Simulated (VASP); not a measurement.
Here is a VASP 6.6.1 calculation.

The input POSCAR:

```
BN
1.0
    0.0000000000      1.8130010000      1.8130010000
    1.8130010000      0.0000000000      1.8130010000
    1.8130010000      1.8130010000      0.0000000000
B N
1 1
Direct
    0.0000000000      0.0000000000      0.0000000000
    0.6121070810      0.8878929190      0.6121070810
```

File INCAR.step1:

```
SYSTEM = BN
PREC     = Accurate       ! precision mode
ENCUT    = 520            ! plane-wave cutoff, eV
ISMEAR   = 0              ! smearing method
SIGMA    = 0.05           ! smearing width, eV
LREAL    = .False.        ! projectors in reciprocal space
LASPH    = .True.         ! aspherical terms in the spheres
NELM     = 100            ! most SCF steps
NBANDS   = 11             ! bands
GGA      = PE             ! functional
ALGO     = Normal         ! electronic algorithm
EDIFF    = 1E-4           ! SCF threshold, eV
LWAVE    = .True.         ! write WAVECAR
LCHARG   = .False.        ! write CHGCAR
```

The input INCAR.step2:

```
SYSTEM = BN
PREC     = Accurate       ! precision mode
ENCUT    = 520            ! plane-wave cutoff, eV
EDIFF    = 1E-6           ! SCF threshold, eV
ISMEAR   = 0              ! smearing method
SIGMA    = 0.05           ! smearing width, eV
LREAL    = .False.        ! projectors in reciprocal space
LASPH    = .True.         ! aspherical terms in the spheres
NELM     = 100            ! most SCF steps
ALGO     = Normal         ! electronic algorithm
ISIF     = 2              ! what is computed and relaxed
LWAVE    = .False.        ! write WAVECAR
LCHARG   = .False.        ! write CHGCAR
METAGGA  = R2SCAN         ! meta-GGA
LMIXTAU  = .True.       
NBANDS   = 11             ! bands
ISTART   = 1
```

Contents of KPOINTS:

```
regular mesh
0
Gamma
  12 12 12
  0 0 0
```

Potentials or basis: VASP PAW PBE potentials, release 64 (B, N).

Launch:

```sh
$ cat potpaw_PBE.64/B/POTCAR potpaw_PBE.64/N/POTCAR > POTCAR
$ cp INCAR.step1 INCAR
$ mpirun -np 1 vasp_std > vasp.out
$ cp INCAR.step2 INCAR
$ mpirun -np 1 vasp_std > vasp.out
```

What does it give for the pressure?

53.6 GPa.

What does it give for the band gap on the k mesh?

1.41 eV (least direct gap 6.21 eV).

Predict the largest force.

6.155 eV/Å.

Forces in eV/Å, atoms in the order of the input:
```
B    0.000 -6.155  0.000
N    0.000  6.155  0.000
```

Caveat: the cell differs from its parent crystal (all N atoms moved -0.500 Å, as atom 2 along Cartesian [0 1 0]); the cell stands under pressure; the PAW data sets were made with another functional, which shifts forces and pressure a little. A k mesh can miss the band edges.
